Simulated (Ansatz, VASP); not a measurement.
## ZnSe: VASP beside Ansatz

The input INCAR:

```
  PREC = Accurate
  ENCUT = 520
  EDIFF = 1E-6
  ISMEAR = 0
  SIGMA = 0.05
  LREAL = F
  LASPH = T
  NELM = 80
  ALGO = Normal
  ISIF = 2
  LWAVE = F
  LCHARG = F
  GGA = PS
  NBANDS = 26
```

KPOINTS

```
regular mesh
0
Gamma
  8 8 6
```

Contents of POSCAR:

```
ZnSe
1.0
    4.1476469568      0.0000000000      0.0000000000
    0.0000000000      4.1476469568      0.0000000000
    0.0000000000      0.0000000000      5.6955264083
Zn Se
2 2
Direct
    0.0000000000      0.0000000000      0.0000000000
    0.5000000000      0.5000000000      0.0000000000
    0.0000000000      0.5000000000      0.2862553369
    0.5000000000      0.0000000000      0.7137446631
```

Input for Ansatz:

```yaml
crystal:
  lattice:
    - [4.1476469568, 0.0, 0.0]
    - [0.0, 4.1476469568, 0.0]
    - [0.0, 0.0, 5.6955264083]
  atoms:
    - { symbol: Zn, position: [0.0, 0.0, 0.0] }
    - { symbol: Zn, position: [0.5, 0.5, 0.0] }
    - { symbol: Se, position: [0.0, 0.5, 0.2862553369] }
    - { symbol: Se, position: [0.5, 0.0, 0.7137446631] }
basis:
  ecutwfc: 520.0
kpoints:
  mp_grid: { grid: [8, 8, 6] }
hamiltonian:
  xc: pbesol
  pseudopotentials: { kind: paw, azcp: { folder: soft_1 } }
scf:
  occupations: { method: gaussian, width: 0.05 }
output:
  forces: true
  stress: true
  eigenvalues: true
```

Alike in both runs: task single point; functional PBEsol; k mesh 8 × 8 × 6; occupations gaussian, width 0.05 eV; no spin polarisation.

|  | VASP | Ansatz |
| --- | --- | --- |
| version | VASP 6.6.1 | Ansatz 0.2.0 |
| potentials or method | VASP PAW PBE potentials, release 64 (Zn, Se), cutoff 520 eV | scalar-relativistic, plane waves, PAW |
| valence electrons in the cell | 36 | 56 |

VASP gave:

| Property | Result |
| --- | --- |
| gap on the k mesh at the Fermi level (eV) | 1.21 |
| least direct gap on the mesh (eV) | 1.21 |
| pressure (GPa) | -6.9 |
| traceless stress, the component that is largest in VASP (GPa) | -1.42 |
| rms of the force components (eV/Å) | 0.620 |

**Question.** Estimate Ansatz's values.

**Answer.** gap on the k mesh at the Fermi level (eV): 1.21; least direct gap on the mesh (eV): 1.21; pressure (GPa): -7.1; traceless stress, the component that is largest in VASP (GPa): -1.44; rms of the force components (eV/Å): 0.633.

VASP's potentials were made for PBE, not for PBEsol, and Ansatz warns of the same on its side. Atom by atom the forces differ by 0.013 eV/Å (rms over components). The functional is the same, so the differences come from potentials, cutoffs and numerics. VASP's potentials hold 36 valence electrons a cell and Ansatz's 56, so a difference there can come from the potentials and not from the codes.
